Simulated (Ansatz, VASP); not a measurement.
# WS2: VASP beside Ansatz

```
W S
1.0
     3.11473    0.00000    0.00000
    -1.55736    2.69743    0.07081
     0.00000    0.30902   11.77225
W S
2 4
Direct
  0.33333 0.66667 0.25000
  0.66667 0.33333 0.75000
  0.33333 0.66667 0.61645
  0.66667 0.33333 0.11645
  0.33333 0.66667 0.88355
  0.66667 0.33333 0.38355
```

Change from the starting cell: strain +0.0525 x Voigt [0, 0, 0, 1, 0, 0], atoms carried along.

Alike in both runs: task single point; functional PBEsol; dispersion D3(BJ); k mesh 12 × 12 × 4; occupations gaussian, width 0.05 eV; no spin polarisation.

```csv
,VASP,Ansatz
version,VASP 6.6.1,Ansatz 0.2.0
potentials or method,"VASP PAW PBE potentials, release 64 (W_sv, S), cutoff 520 eV","scalar-relativistic, plane waves, PAW"
valence electrons in the cell,52,52
```

```tsv
	VASP	Ansatz	Ansatz less VASP
gap on the k mesh at the Fermi level (eV)	0.66	0.64	-0.021
least direct gap on the mesh (eV)	1.89	1.89	-0.004
pressure (GPa)	0.8	0.7	-0.14
traceless stress, the component that is largest in VASP (GPa)	-9.56	-9.54	+0.017
rms of the force components (eV/Å)	0.397	0.395	-0.0020
```

VASP's potentials were made for PBE, not for PBEsol. Atom by atom the forces differ by 0.009 eV/Å (rms over components).

Spin-orbit coupling is off throughout.
